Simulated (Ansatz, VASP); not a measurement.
Be3Te2S in VASP and in Ansatz

The input INCAR:

```
  PREC = Accurate
  ENCUT = 520
  EDIFF = 1E-6
  ISMEAR = 0
  SIGMA = 0.01
  LREAL = F
  LASPH = T
  NELM = 60
  ALGO = Normal
  ISIF = 2
  LWAVE = F
  LCHARG = F
  GGA = PE
  NBANDS = 21
```

The input KPOINTS:

```
Automatic mesh
0
Gamma
  6 6 6
```

POSCAR

```
Be3Te2S
1.0
   -1.8951256762      5.6771039607      2.6655286014
    1.8951256762     -5.6771039607      2.6655286014
    1.8951256762      5.6771039607     -2.6655286014
S Be Te
1 3 2
Direct
   -0.0001509540     -0.0001509540      0.0000000000
    0.2083419947      0.7083419947      0.5000000000
    0.6223379212      0.7719797434      0.8503581779
    0.9216215655      0.7719797434      0.1496418221
    0.3348696586     -0.0010752637      0.3359449223
    0.6629798139     -0.0010752637      0.6640550777
```

Input for Ansatz:

```yaml
crystal:
  lattice:
    - [-1.8951256762, 5.6771039607, 2.6655286014]
    - [1.8951256762, -5.6771039607, 2.6655286014]
    - [1.8951256762, 5.6771039607, -2.6655286014]
  atoms:
    - { symbol: S, position: [-0.000150954, -0.000150954, 0.0] }
    - { symbol: Be, position: [0.2083419947, 0.7083419947, 0.5] }
    - { symbol: Te, position: [0.3348696586, -0.0010752637, 0.3359449223] }
    - { symbol: Be, position: [0.6223379212, 0.7719797434, 0.8503581779] }
    - { symbol: Te, position: [0.6629798139, -0.0010752637, 0.6640550777] }
    - { symbol: Be, position: [0.9216215655, 0.7719797434, 0.1496418221] }
kpoints:
  mp_grid: { grid: [6, 6, 6] }
hamiltonian:
  xc: pbe
scf:
  occupations: { method: fixed }
  n_extra_bands: 5
output:
  forces: true
  stress: true
  eigenvalues: true
```

Alike in both runs: task single point; functional PBE; k mesh 6 × 6 × 6; no spin polarisation.

```csv
,VASP,Ansatz
version,VASP 6.6.1,Ansatz 0.2.0
potentials or method,"VASP PAW PBE potentials, release 64 (S, Be, Te)","plane waves, PAW"
plane-wave cutoff (eV),520,420
occupations,"gaussian, width 0.01 eV",fixed
valence electrons in the cell,24,44
```

Ansatz gave:

* gap on the k mesh at the Fermi level (eV): 1.65
* pressure (GPa): 2.2
* rms of the force components (eV/Å): 0.020

Problem. Which values does VASP return?

Solution. gap on the k mesh at the Fermi level (eV): 1.64; pressure (GPa): 2.3; rms of the force components (eV/Å): 0.024.

VASP's potentials hold 24 valence electrons a cell and Ansatz's 44, so a difference there can come from the potentials and not from the codes.

Neither program's run includes spin-orbit coupling.
